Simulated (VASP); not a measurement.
WC:

```xyz
2
Lattice="0.0000 2.1927 2.1927 2.1927 0.0000 2.1927 2.1927 2.1927 0.0000" Properties=species:S:1:pos:R:3 pbc="T T T"
W     0.0000    0.0000    0.0000
C     2.1927    2.1927    2.1927
```

```yaml
Program: VASP 6.6.1
Task: relaxation of cell and atoms
Functional: PBEsol
Potentials_or_basis: VASP PAW PBE potentials, release 64 (W_sv, C)
Cutoff: 600 eV
k_mesh: 8 × 8 × 8
Occupations: gaussian, width 0.1 eV
Spin: no spin polarisation
```

At the start: pressure -8.9 GPa; volume 10.54 Å³/atom.

Question: Where does the relaxation end?

Answer: Over 3 steps the energy falls by 7.1 meV/atom and the volume is 10.30 Å³/atom (-2.3 %); space group Fm-3m (No. 225, to 0.05 Å).

The path:
```tsv
step	energy change (eV)	largest force (eV/Å)	pressure (GPa)	volume (Å³)
1	0.0000	0.0000	-8.88	21.08
2	0.0853	0.0000	27.37	19.35
3	-0.0142	0.0000	-0.19	20.59
```

Final structure:
```
W C
1.0
     0.00000    2.17557    2.17557
     2.17557    0.00000    2.17557
     2.17557    2.17557    0.00000
W C
1 1
Direct
  0.00000 0.00000 0.00000
  0.50000 0.50000 0.50000
```

Caveat: the PAW data sets were made with another functional, which shifts forces and pressure a little.
